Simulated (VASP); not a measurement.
Crystal: MgSe.

```
CELL_PARAMETERS angstrom
0.00000 2.72550 2.72550
2.72550 0.00000 2.72550
2.72550 2.72550 0.00000
ATOMIC_POSITIONS crystal
Mg 0.00000 0.00000 0.00000
Se 0.50000 0.50000 0.50000
```

Base run:

```yaml
Program: VASP 6.6.1
Functional: PBE
Potentials_or_basis: VASP PAW PBE potentials, release 64 (Mg, Se)
Cutoff: 600 eV
k_mesh: 8 × 8 × 8
Occupations: gaussian, width 0.05 eV
Spin: no spin polarisation
```

Its results: band gap on the k mesh 1.80 eV, indirect (least direct gap 2.60 eV); pressure 1.9 GPa.

The run is repeated on the same cell with these changes: functional from PBE to PBE-based screened hybrid; cutoff from 600 eV to 520 eV; k mesh from 8 × 8 × 8 to 4 × 4 × 4. What comes out?

Band gap on the k mesh 2.51 eV, indirect (least direct gap 3.55 eV); pressure 0.2 GPa.

Several settings changed at once, so the effect can't be laid on one alone.

Caveats: some runs use coarse meshes; the PAW data sets were made with another functional, which shifts forces and pressure a little (some runs).

A k mesh can miss the band edges.
